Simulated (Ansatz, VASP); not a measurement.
**Two plane-wave programs on Al**

```
CELL_PARAMETERS angstrom
2.72028 0.00000 0.00000
-1.36014 2.35583 0.00000
0.00000 0.00000 4.99669
ATOMIC_POSITIONS crystal
Al 0.66667 0.33333 0.75000
Al 0.33333 0.66667 0.25000
```

Alike in both runs: task single point; functional r2SCAN; k mesh 30 × 30 × 14; occupations gaussian, width 0.15 eV; no spin polarisation.

|  | VASP | Ansatz |
| --- | --- | --- |
| version | VASP 6.6.1 | Ansatz 0.2.0 |
| potentials or method | VASP PAW PBE potentials, release 64 (Al), cutoff 520 eV | scalar-relativistic, plane waves, PAW |
| valence electrons in the cell | 6 | 6 |

```csv
,VASP,Ansatz,Ansatz less VASP
gap on the k mesh at the Fermi level (eV),none,none,-
pressure (GPa),1.4,1.7,+0.32
"traceless stress, the component that is largest in VASP (GPa)",-6.50,-6.54,-0.033
```

VASP's potentials were made for PBE, not for r2SCAN. A gap of «none» marks a metal or a gap that the smearing closes. The functional is the same, so the differences come from potentials, cutoffs and numerics.
